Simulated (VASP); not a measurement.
# Sr2Sb3P: single point with PBEsol

Crystal: Sr2Sb3P.

```
Sr Sb P
1.0
    -2.13101    2.36951    8.96217
     2.13101   -2.36951    8.96217
     2.13101    2.36951   -8.96217
Sr Sb P
2 3 1
Direct
  0.25931 0.75931 0.50000
  0.98372 0.98372 0.00000
  0.40585 0.40585 0.00000
  0.69143 0.19143 0.50000
  0.56962 0.56962 0.00000
  0.84006 0.34006 0.50000
```

```
Program                : VASP 6.6.1
Task                   : single point
Functional             : PBEsol
Potentials or basis    : VASP PAW PBE potentials, release 64 (Sr_sv, Sb, P)
Cutoff                 : 500 eV
k mesh                 : 6 × 6 × 6
Occupations            : fermi-dirac, width 0.03 eV
Spin                   : no spin polarisation
Dipole correction      : no
Further INCAR settings : ALGO = Normal; EDIFF = 1e-06; NBANDS = 29
```

```
Pressure               : 0.2 GPa
Largest force          : 0.012 eV/Å
Band gap on the k mesh : zero (bands 20 and 21 overlap by 0.98 eV)
```

Forces on the atoms (eV/Å):
```
Sr   0.000  0.000 -0.003
Sr   0.000  0.000  0.003
Sb   0.000  0.000  0.001
Sb   0.000  0.000 -0.012
Sb   0.000  0.000  0.007
P    0.000  0.000  0.004
```

Stress tensor (GPa, compression positive):
```
0.11 0.00 0.00
0.00 0.18 0.00
0.00 0.00 0.24
```

Levels at points of the mesh, in eV from the Fermi level:
| k point | band 17 | band 18 | band 19 | band 20 | band 21 | band 22 | band 23 | band 24 |
| --- | --- | --- | --- | --- | --- | --- | --- | --- |
| (0.00, 0.00, 0.00) | -1.88 | -1.69 | 0.22 | 0.36 | 0.75 | 1.19 | 1.36 | 1.37 |
| (0.50, 0.00, 0.00) | -1.97 | -1.44 | -0.55 | 0.39 | 0.69 | 1.30 | 1.80 | 2.40 |
| (0.00, 0.50, 0.00) | -2.08 | -1.65 | -1.46 | -0.69 | -0.03 | 1.19 | 1.84 | 2.50 |
| (0.50, 0.50, 0.00) | -2.33 | -2.25 | -1.69 | -1.64 | 1.13 | 1.17 | 2.64 | 2.64 |
| (0.50, 0.50, 0.50) | -1.59 | -1.50 | -0.17 | 0.19 | 0.29 | 0.69 | 1.50 | 1.73 |

Wall time 16 min on 1 thread of Intel Xeon 8259CL, with other jobs on the host, peak memory 0.81 GiB.

Caveat: the PAW data sets were made with another functional, which shifts forces and pressure a little; spin-orbit coupling is left out, which moves the levels of the heavy elements.
